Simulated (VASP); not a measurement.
Here is a VASP 6.6.1 calculation.

File INCAR:

```
SYSTEM = ZnSe
ALGO = Normal
EDIFF = 1E-8
ENCUT = 400
GGA = PS
GGA_COMPAT = .False.
ISIF = 2
ISMEAR = 0
LASPH = .True.
LCHARG = .False.
LEFG = .True.
LREAL = .False.
LWAVE = .False.
NBANDS = 86
NELM = 120
PREC = Accurate
SIGMA = 0.01
```

Contents of KPOINTS:

```
k-points
0
Gamma
  4 4 4
  0 0 0
```

The input POSCAR:

```
ZnSe
1.0
    0.0000000000      5.6676000000      5.6676000000
    5.6676000000      0.0000000000      5.6676000000
    5.6676000000      5.6676000000      0.0000000000
Zn Se
8 8
Direct
    0.0000000000      0.0000000000      0.0000000000
    0.0000000000      0.0000000000      0.5000000000
    0.0000000000      0.5000000000      0.0000000000
    0.0000000000      0.5000000000      0.5000000000
    0.5000000000      0.0000000000      0.0000000000
    0.5000000000      0.0000000000      0.5000000000
    0.5000000000      0.5000000000      0.0000000000
    0.5000000000      0.5000000000      0.5000000000
    0.1250000000      0.1250000000      0.1250000000
    0.1250000000      0.1250000000      0.6250000000
    0.1250000000      0.6250000000      0.1250000000
    0.1250000000      0.6250000000      0.6250000000
    0.6250000000      0.1250000000      0.1250000000
    0.6250000000      0.1250000000      0.6250000000
    0.6250000000      0.6250000000      0.1250000000
    0.6250000000      0.6250000000      0.6250000000
```

Potentials or basis: VASP PAW PBE potentials, release 64 (Zn, Se).

The run is started by

```console
$ cat potpaw_PBE.64/Zn/POTCAR potpaw_PBE.64/Se/POTCAR > POTCAR
$ mpirun -np 1 vasp_std > vasp.out
```

**Question.** Predict the pressure.

**Answer.** -1.1 GPa.

**Question.** What does it give for the band gap on the k mesh?

**Answer.** 1.17 eV.

Caveat: the PAW data sets were made with another functional, which shifts forces and pressure a little.
